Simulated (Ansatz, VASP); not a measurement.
## MnO: VASP beside Ansatz

```
CELL_PARAMETERS angstrom
3.39802 0.00000 0.00000
-1.69901 2.94277 0.00000
0.00000 0.00000 5.30241
ATOMIC_POSITIONS crystal
Mn 0.33333 0.66667 0.99791
Mn 0.66667 0.33333 0.49791
O 0.33333 0.66667 0.38852
O 0.66667 0.33333 0.88852
```

Alike in both runs: task single point; functional PBE; k mesh 10 × 10 × 6; occupations gaussian, width 0.05 eV; collinear spin.

|  | VASP | Ansatz |
| --- | --- | --- |
| version | VASP 6.6.1 | Ansatz 0.2.0 |
| potentials or method | VASP PAW PBE potentials, release 64 (Mn_pv, O), cutoff 520 eV | scalar-relativistic, plane waves, PAW |
| valence electrons in the cell | 38 | 42 |

```csv
,VASP,Ansatz,Ansatz less VASP
gap on the k mesh at the Fermi level (eV),none,none,-
pressure (GPa),5.6,5.2,-0.45
"traceless stress, the component that is largest in VASP (GPa)",-0.27,-0.18,+0.096
rms of the force components (eV/Å),0.005,0.005,+0.0005
net moment per atom (μB),2.50,2.50,0.000
size of the moment on the site where the two differ most (μB),4.42,3.94,-0.481
```

Site moments also hang on the region over which each program counts them. Atom by atom the forces differ by 0.000 eV/Å (rms over components). A gap of «none» marks a metal or a gap that the smearing closes. VASP's potentials hold 38 valence electrons a cell and Ansatz's 42, so a difference there can come from the potentials and not from the codes. Ansatz's warnings: saved state not lowest, stability check not made.
